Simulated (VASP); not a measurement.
Input of a VASP 6.6.1 run:

Contents of INCAR:

```
  ALGO = Normal
  EDIFF = 1E-6
  ENCUT = 520
  GGA = PE
  ISIF = 2
  ISMEAR = -1
  IVDW = 12
  LASPH = T
  LCHARG = F
  LREAL = F
  LWAVE = F
  NBANDS = 64
  NELM = 80
  PREC = Accurate
  SIGMA = 0.05
```

Contents of KPOINTS:

```
k-points
0
Gamma
  4 4 4
```

File POSCAR:

```
SnO2
1.0
    5.1406395842      0.0000000000      0.0000000000
    0.0000000000      5.1406395842      0.0000000000
    0.0000000000      0.0000000000      5.1406395842
Sn O
4 8
Direct
    0.0000000000      0.0000000000      0.0000000000
    0.5000000000      0.0000000000      0.5000000000
    0.5000000000      0.5000000000      0.0000000000
    0.0000000000      0.5000000000      0.5000000000
    0.6602003384      0.8397996616      0.1602003384
    0.8397996616      0.1602003384      0.6602003384
    0.1602003384      0.6602003384      0.8397996616
    0.3397996616      0.3397996616      0.3397996616
    0.6602003384      0.6602003384      0.6602003384
    0.8397996616      0.3397996616      0.1602003384
    0.1602003384      0.8397996616      0.3397996616
    0.3397996616      0.1602003384      0.8397996616
```

Potentials or basis: VASP PAW PBE potentials, release 64 (Sn_d, O).

The run is started by

```console
$ cat potpaw_PBE.64/Sn_d/POTCAR potpaw_PBE.64/O/POTCAR > POTCAR
$ mpirun -np 1 vasp_std > vasp.out
```

Estimate the pressure.

0.6 GPa.

What does it give for the band gap on the k mesh?

0.76 eV, indirect (least direct gap 0.81 eV).

Caveat: spin-orbit coupling is left out, which moves the levels of the heavy elements. A k mesh can miss the band edges.
